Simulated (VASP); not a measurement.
# GaN (I-4m2) in VASP: further runs

Runs on GaN. Level: PBE. Tasks: single point.

Everything below comes from runs of VASP 6.6.1. Logs are shortened: lines on timing, memory, paths and dates and some standing lists are left out, and cuts for length are marked.

### Step 1. The cell of the first run

Symmetry: I-4m2, No. 119, tetragonal system. Conventional cell: a = 3.028 Å, b = 3.028 Å, c = 4.732 Å, α = 90.00°, β = 90.00°, γ = 90.00°. Ga (site symmetry -4m2) has 4 N at 1.92 Å within 2.5 Å. Within 2.5 Å of N (site symmetry -4m2) lie 4 Ga at 1.92 Å.

### Step 2. Single point, PBE (strain -0.050 along x and y, +0.050 along z)

Contents of INCAR:

```
SYSTEM = GaN
  ALGO = Normal
  EDIFF = 1E-6
  ENCUT = 520
  GGA = PE
  ISIF = 2
  ISMEAR = 0
  LASPH = .True.
  LCHARG = .False.
  LREAL = .False.
  LWAVE = .False.
  NBANDS = 16
  NELM = 60
  PREC = Accurate
  SIGMA = 0.05
```

Contents of KPOINTS:

```
k-points
0
Gamma
  10 10 10
  0 0 0
```

Contents of POSCAR:

```
GaN
1.0
    0.0000000000      2.1408255771      2.3661756379
    2.1408255771      0.0000000000      2.3661756379
    2.1408255771      2.1408255771      0.0000000000
Ga N
1 1
Direct
    0.0000000000      0.0000000000      0.0000000000
    0.7500000000      0.7500000000      0.7500000000
```

Potentials or basis: VASP PAW PBE potentials, release 64 (Ga_d, N).

On the command line:

```bash
$ cat potpaw_PBE.64/Ga_d/POTCAR potpaw_PBE.64/N/POTCAR > POTCAR
$ mpirun -np 1 vasp_std > vasp.out
```

OUTCAR:

```text
SYSTEM = GaN
   EDIFF = 1E-6
   ENCUT = 520
   GGA = PE
   ISIF = 2
   ISMEAR = 0
   LASPH = .True.
   LREAL = .False.
   NELM = 60
   PREC = Accurate

 ion  position               nearest neighbor table
   1  0.000  0.000  0.000-   2 1.92   2 1.92   2 1.92   2 1.92
   2  0.750  0.750  0.750-   1 1.92   1 1.92   1 1.92   1 1.92

  LATTYP: Found a body centered tetragonal cell.
 ALAT       =     3.0275845658
 C/A-ratio  =     1.5630781479

  Lattice vectors:

 A1 = (  -2.1408255771,   0.0000000000,   2.3661756379)
 A2 = (   2.1408255771,   0.0000000000,   2.3661756379)
 A3 = (   0.0000000000,   2.1408255771,  -2.3661756379)

Analysis of symmetry for initial positions (statically):
=====================================================================
 Subroutine PRICEL returns:
 Original cell was already a primitive cell.

 Routine SETGRP: Setting up the symmetry group for a
 body centered tetragonal supercell.

 Subroutine GETGRP returns: Found  8 space group operations
 (whereof  8 operations were pure point group operations)
 out of a pool of 16 trial point group operations.

The static configuration has the point symmetry D_2d.

Analysis of symmetry for dynamics (positions and initial velocities):
=====================================================================
 Subroutine PRICEL returns:
 Original cell was already a primitive cell.

 Routine SETGRP: Setting up the symmetry group for a
 body centered tetragonal supercell.

 Subroutine GETGRP returns: Found  8 space group operations
 (whereof  8 operations were pure point group operations)
 out of a pool of 16 trial point group operations.

The dynamic configuration has the point symmetry D_2d.

 Subroutine INISYM returns: Found  8 space group operations
 (whereof  8 operations are pure point group operations),
 and found     1 'primitive' translations

----------------------------------------------------------------------------------------

                                     Primitive cell

  volume of cell :      21.6890

  direct lattice vectors                    reciprocal lattice vectors
     0.000000000  2.140825577  2.366175638    -0.233554758  0.233554758  0.211311448
     2.140825577  0.000000000  2.366175638     0.233554758 -0.233554758  0.211311448
     2.140825577  2.140825577  0.000000000     0.233554758  0.233554758 -0.211311448

  length of vectors
     3.190912299  3.190912299  3.027584566     0.392107355  0.392107355  0.392107355

  position of ions in fractional coordinates (direct lattice)
     0.000000000  0.000000000  0.000000000
     0.750000000  0.750000000  0.750000000

  ion indices of the primitive-cell ions
   primitive index   ion index
                 1           1
                 2           2

----------------------------------------------------------------------------------------

 KPOINTS: k-points

Automatic generation of k-mesh.
 Grid dimensions read from file:
 generate k-points for:   10   10   10

 Generating k-lattice:

  Cartesian coordinates                     Fractional coordinates (reciprocal lattice)
    -0.023355476  0.023355476  0.021131145     0.100000000 -0.000000000  0.000000000
     0.023355476 -0.023355476  0.021131145    -0.000000000  0.100000000  0.000000000
     0.023355476  0.023355476 -0.021131145     0.000000000  0.000000000  0.100000000

  Length of vectors
     0.039210736  0.039210736  0.039210736

  Shift w.r.t. Gamma in fractional coordinates (k-lattice)
     0.000000000  0.000000000  0.000000000

 Subroutine IBZKPT returns following result:
 ===========================================

 Found    102 irreducible k-points:

 Following reciprocal coordinates:
            Coordinates               Weight
  0.000000  0.000000  0.000000      1.000000
  0.100000  0.000000  0.000000      8.000000
  0.200000  0.000000  0.000000      8.000000
  0.300000  0.000000  0.000000      8.000000
  0.400000 -0.000000  0.000000      8.000000
  0.500000 -0.000000  0.000000      4.000000
[... 16 lines left out ...]
  0.300000  0.300000  0.000000      2.000000
  0.400000  0.300000  0.000000      8.000000
 [... further k-points ...]
   k-points           NKPTS =    102   k-points in BZ     NKDIM =    102   number of bands    NBANDS=     16
   number of dos      NEDOS =    301   number of ions     NIONS =      2
   total plane-waves  NPLWV =  13824
   dimension x,y,z NGX =    24 NGY =   24 NGZ =   24
   dimension x,y,z NGXF=    48 NGYF=   48 NGZF=   48
   ions per type =               1   1
   NGX,Y,Z   is equivalent  to a cutoff of  12.50, 12.50, 13.18 a.u.
   NGXF,Y,Z  is equivalent  to a cutoff of  25.01, 25.01, 26.36 a.u.
 SYSTEM =  GaN
   PREC   = accura    normal or accurate (medium, high low for compatibility)
   ISTART =      0    job   : 0-new  1-cont  2-samecut
   ICHARG =      2    charge: 1-file 2-atom 10-const
   ISPIN  =      1    spin polarized calculation?
   LNONCOLLINEAR =      F non collinear calculations
   LSORBIT =      F    spin-orbit coupling
   LASPH  =      T    aspherical Exc in radial PAW
   ENCUT  =  520.0 eV  38.22 Ry    6.18 a.u.   5.93  5.93  5.63*2*pi/ulx,y,z
   NELM   =     60;   NELMIN=  2; NELMDL= -5     # of ELM steps
   EDIFF  = 0.1E-05   stopping-criterion for ELM
   LREAL  =      F    real-space projection
   EDIFFG = 0.1E-04   stopping-criterion for IOM
   NSW    =      0    number of steps for IOM
   IBRION =     -1    ionic relax: 0-MD 1-quasi-New 2-CG
   NFREE  =      0    steps in history (QN), initial steepest desc. (CG)
   ISIF   =      2    stress and relaxation
   ISYM   =      2    0-nonsym 1-usesym 2-fastsym
   POTIM  = 0.5000    time-step for ionic-motion
   TEBEG  =    0.0;   TEEND  =   0.0 temperature during run
   PSTRESS=    0.0 pullay stress
   NELECT =      18.0000    total number of electrons
   NUPDOWN=      -1.0000    fix difference up-down
   EMIN   =  10.00;   EMAX   =-10.00  energy-range for DOS
   EFERMI =   0.00;   METHOD = LEGACY
   ISMEAR =     0;   SIGMA  =   0.05  broadening in eV -4-tet -1-fermi 0-gaus
   EFERMI_NEDOS =   21; number of points for ismear=-14 and -15
   IALGO  =     38    algorithm
   IMIX   =      4    mixing-type and parameters
     AMIX     =   0.40;   BMIX     =  1.00
     AMIX_MAG =   1.60;   BMIX_MAG =  1.00
  volume/ion in A,a.u.               =      10.84        73.18
  Fermi-wavevector in a.u.,A,eV,Ry     =   1.538459  2.907265 32.203016  2.366855
  Thomas-Fermi vector in A             =   2.644824
   LORBIT       =      0    0 simple, 1 ext, 2 COOP (PROOUT), +10 PAW based schemes
   GGA     = PE    functional components
   LHFCALC =     F    Hartree Fock is set to
   AEXX    =    0.0000 exact exchange contribution
   IVDW    =     0    specifies the selected vdW correction
   LEPSILON=     F    determine dielectric tensor
   LRPA    =     F    only Hartree local field effects (RPA)
 non-spin polarized calculation
 Gauss-broadening in eV      SIGMA  =   0.05
  energy-cutoff  :      520.00
  volume of cell :       21.69
 maximum number of plane-waves:       612
   NGX = 11   NGY = 11   NGZ = 11

 number of electron      18.0000008 magnetization

 Free energy of the ion-electron system (eV)
  ---------------------------------------------------
  ext. energy  EPLUGINS =         0.00000000
  ---------------------------------------------------
  free energy    TOTEN  =       -12.00096217 eV

  energy without entropy =      -12.00096217  energy(sigma->0) =      -12.00096217

 E-fermi :   6.4071     XC(G=0): -11.9691

 val. band max:        6.0744920547   @ k =   0.0000   0.0000   0.0000
 cond. band min:       7.9193719178   @ k =   0.0000   0.0000   0.0000
 fundamental gap:      1.8448798631
 Fermi energy:         6.4071110473

 k-point     1 :       0.0000    0.0000    0.0000
  band No.  band energies     occupation
      1     -10.5035      2.00000
      2      -7.7159      2.00000
      3      -7.5867      2.00000
      4      -7.5867      2.00000
      5      -7.2705      2.00000
      6      -7.2600      2.00000
[... 8 lines left out ...]
     15      23.6629      0.00000
     16      24.2621      0.00000

 k-point     2 :       0.1000    0.0000    0.0000
  band No.  band energies     occupation
      1     -10.3800      2.00000
      2      -7.6908      2.00000
      3      -7.5716      2.00000
      4      -7.5631      2.00000
      5      -7.2674      2.00000
      6      -7.2645      2.00000
[... 8 lines left out ...]
     15      24.6077      0.00000
     16      25.0298      0.00000

 k-point     3 :       0.2000    0.0000    0.0000
  band No.  band energies     occupation
      1     -10.0618      2.00000
      2      -7.6333      2.00000
      3      -7.5359      2.00000
      4      -7.4428      2.00000
      5      -7.2720      2.00000
      6      -7.2482      2.00000
[... 8 lines left out ...]
     15      23.8416      0.00000
     16      23.8876      0.00000

 k-point     4 :       0.3000    0.0000    0.0000
  band No.  band energies     occupation
      1      -9.7066      2.00000
      2      -7.5951      2.00000
      3      -7.5033      2.00000
      4      -7.2688      2.00000
      5      -7.2474      2.00000
      6      -7.0333      2.00000
[... 8 lines left out ...]
     15      23.8638      0.00000
     16      24.1258      0.00000

 k-point     5 :       0.4000   -0.0000    0.0000
  band No.  band energies     occupation
      1      -9.4811      2.00000
      2      -7.5813      2.00000
      3      -7.4900      2.00000
      4      -7.2526      2.00000
      5      -7.1976      2.00000
      6      -6.4070      2.00000
[... 8 lines left out ...]
     15      25.0530      0.00000
     16      25.6318      0.00000

 k-point     6 :       0.5000   -0.0000    0.0000
  band No.  band energies     occupation
      1      -9.4134      2.00000
      2      -7.5787      2.00000
      3      -7.4881      2.00000
      4      -7.2430      2.00000
      5      -7.1787      2.00000
      6      -6.0066      2.00000
[... 8 lines left out ...]
     15      26.0930      0.00000
     16      26.6867      0.00000

 k-point     7 :       0.1000    0.1000    0.0000
  band No.  band energies     occupation
      1     -10.3573      2.00000
      2      -7.6842      2.00000
      3      -7.5588      2.00000
      4      -7.5588      2.00000
      5      -7.2860      2.00000
      6      -7.2546      2.00000
[... 8 lines left out ...]
     15      25.4066      0.00000
     16      26.9494      0.00000

 k-point     8 :       0.2000    0.1000    0.0000
  band No.  band energies     occupation
      1     -10.1180      2.00000
      2      -7.6262      2.00000
      3      -7.5227      2.00000
      4      -7.4879      2.00000
      5      -7.2925      2.00000
      6      -7.2524      2.00000
[... 8 lines left out ...]
     15      25.6001      0.00000
     16      25.9957      0.00000

 k-point     9 :       0.3000    0.1000    0.0000
  band No.  band energies     occupation
      1      -9.7786      2.00000
      2      -7.5832      2.00000
      3      -7.4855      2.00000
      4      -7.2928      2.00000
      5      -7.2496      2.00000
      6      -7.1872      2.00000
[... 8 lines left out ...]
     15      24.5403      0.00000
     16      25.4797      0.00000
[... 172 lines left out ...]
 k-point    19 :       0.5000    0.2000    0.0000
  band No.  band energies     occupation
      1      -9.3475      2.00000
      2      -7.5427      2.00000
      3      -7.4105      2.00000
      4      -7.2783      2.00000
      5      -7.2340      2.00000
      6      -6.0309      2.00000
[... 8 lines left out ...]
     15      26.1431      0.00000
     16      27.4140      0.00000

 k-point    20 :      -0.4000    0.2000    0.0000
  band No.  band energies     occupation
      1      -9.3222      2.00000
      2      -7.5547      2.00000
      3      -7.4196      2.00000
      4      -7.2597      2.00000
      5      -7.2496      2.00000
      6      -5.7701      2.00000
[... 8 lines left out ...]
     15      25.3190      0.00000
     16      26.0374      0.00000

 k-point    21 :      -0.3000    0.2000    0.0000
  band No.  band energies     occupation
      1      -9.3926      2.00000
      2      -7.5631      2.00000
      3      -7.4383      2.00000
      4      -7.2937      2.00000
      5      -7.2603      2.00000
      6      -6.1937      2.00000
[... 8 lines left out ...]
     15      24.3362      0.00000
     16      26.3588      0.00000

 k-point    22 :      -0.2000    0.2000    0.0000
  band No.  band energies     occupation
      1      -9.5757      2.00000
      2      -7.5808      2.00000
      3      -7.4752      2.00000
      4      -7.3068      2.00000
      5      -7.3021      2.00000
      6      -6.7646      2.00000
[... 8 lines left out ...]
     15      24.2423      0.00000
     16      25.9195      0.00000

 k-point    23 :       0.3000    0.3000    0.0000
  band No.  band energies     occupation
      1      -9.5596      2.00000
      2      -7.4522      2.00000
      3      -7.3850      2.00000
      4      -7.3850      2.00000
      5      -7.2226      2.00000
      6      -7.0652      2.00000
[... 8 lines left out ...]
     15      29.6766      0.00000
     16      30.0021      0.00000

 k-point    24 :       0.4000    0.3000    0.0000
  band No.  band energies     occupation
      1      -9.3932      2.00000
      2      -7.4672      2.00000
      3      -7.3599      2.00000
      4      -7.3484      2.00000
      5      -7.2170      2.00000
      6      -6.6355      2.00000
[... 8 lines left out ...]
     15      29.3594      0.00000
     16      29.7711      0.00000

 [... further k-points ...]
[... 5 lines left out ...]
  --------------------------------------------------------------------------------------
  -------------------------------------------------------------------------------------
  Total        2.8312432      2.8312432      0.8006762      0.0000000     -0.0000000      0.0000000
  in kB      209.1453533    209.1453533     59.1463519      0.0000000     -0.0000000      0.0000000
  external PRESSURE =     159.1456862 kB  Pullay stress =       0.0000000 kB

 VOLUME and BASIS-vectors are now :
 -----------------------------------------------------------------------------
  energy-cutoff  :      520.00
  volume of cell :       21.69
      direct lattice vectors                 reciprocal lattice vectors
     0.000000000  2.140825577  2.366175638    -0.233554758  0.233554758  0.211311448
     2.140825577  0.000000000  2.366175638     0.233554758 -0.233554758  0.211311448
     2.140825577  2.140825577  0.000000000     0.233554758  0.233554758 -0.211311448

 POSITION                                       TOTAL-FORCE (eV/Angst)
 -----------------------------------------------------------------------------------
      0.00000      0.00000      0.00000        -0.000000     -0.000000      0.000000
      3.21124      3.21124      3.54926         0.000000      0.000000     -0.000000
 -----------------------------------------------------------------------------------
    total drift:                               -0.000000     -0.000000      0.000003

  FREE ENERGIE OF THE ION-ELECTRON SYSTEM (eV)
  ---------------------------------------------------
  free  energy   TOTEN  =       -12.0009621713 eV

  energy  without entropy=      -12.0009621713  energy(sigma->0) =      -12.00096217
```

Run time: 32 s. Hardware: 1 thread of Intel Xeon 8259CL, shared host; peak memory 0.16 GiB.

What came out:

* Free energy: -12.0010 eV
* Pressure: 15.9 GPa
* Band gap on the k mesh: 1.84 eV, direct

Caveat: the cell differs from its parent crystal (strain -0.050 along x and y, +0.050 along z).

### Step 3. Single point, PBE (strain +0.000 along x and y, -0.050 along z)

Contents of INCAR:

```
SYSTEM = GaN
  PREC = Accurate
  ENCUT = 520
  EDIFF = 1E-6
  ISMEAR = 0
  SIGMA = 0.05
  LREAL = .False.
  LASPH = .True.
  NELM = 100
  ALGO = Normal
  ISIF = 2
  LWAVE = .False.
  LCHARG = .True.
  GGA = PE
  LELF = .True.
  LVHAR = .True.
  NBANDS = 16
```

Contents of KPOINTS:

```
regular mesh
0
Gamma
  10 10 10
  0 0 0
```

Contents of POSCAR:

```
GaN
1.0
    0.0000000000      2.2535006075      2.1408255771
    2.2535006075      0.0000000000      2.1408255771
    2.2535006075      2.2535006075      0.0000000000
Ga N
1 1
Direct
    0.0000000000      0.0000000000      0.0000000000
    0.7500000000      0.7500000000      0.7500000000
```

Potentials or basis: VASP PAW PBE potentials, release 64 (Ga_d, N).

On the command line:

```bash
$ cat potpaw_PBE.64/Ga_d/POTCAR potpaw_PBE.64/N/POTCAR > POTCAR
$ mpirun -np 1 vasp_std > vasp.out
```

It took 33 s on 1 thread of Intel Xeon 8259CL, shared host; peak memory 0.16 GiB.

It converged, with:

| Quantity | Value |
| --- | --- |
| Free energy | -12.0563 eV |
| Pressure | 15.9 GPa |
| Band gap on the k mesh | 1.90 eV, direct |

Stress tensor (GPa, compression positive):
```
14.18  0.00  0.00
 0.00 14.18  0.00
 0.00  0.00 19.30
```

Levels at points of the mesh, in eV from the valence-band top:
| k point | band 6 | band 7 | band 8 | band 9 | band 10 | band 11 | band 12 | band 13 |
| --- | --- | --- | --- | --- | --- | --- | --- | --- |
| (0.00, 0.00, 0.00) | -13.27 | -0.22 | -0.22 | 0.00 | 1.90 | 10.41 | 10.55 | 10.55 |
| (0.50, 0.00, 0.00) | -12.02 | -7.52 | -1.37 | -0.99 | 4.78 | 8.85 | 10.10 | 10.99 |
| (0.50, 0.50, 0.00) | -11.41 | -6.09 | -3.29 | -3.29 | 3.01 | 6.24 | 12.46 | 14.17 |
| (0.50, 0.00, 0.50) | -11.71 | -6.67 | -2.90 | -2.87 | 3.35 | 7.12 | 11.67 | 13.84 |

Caveat: the cell differs from its parent crystal (strain +0.000 along x and y, -0.050 along z).
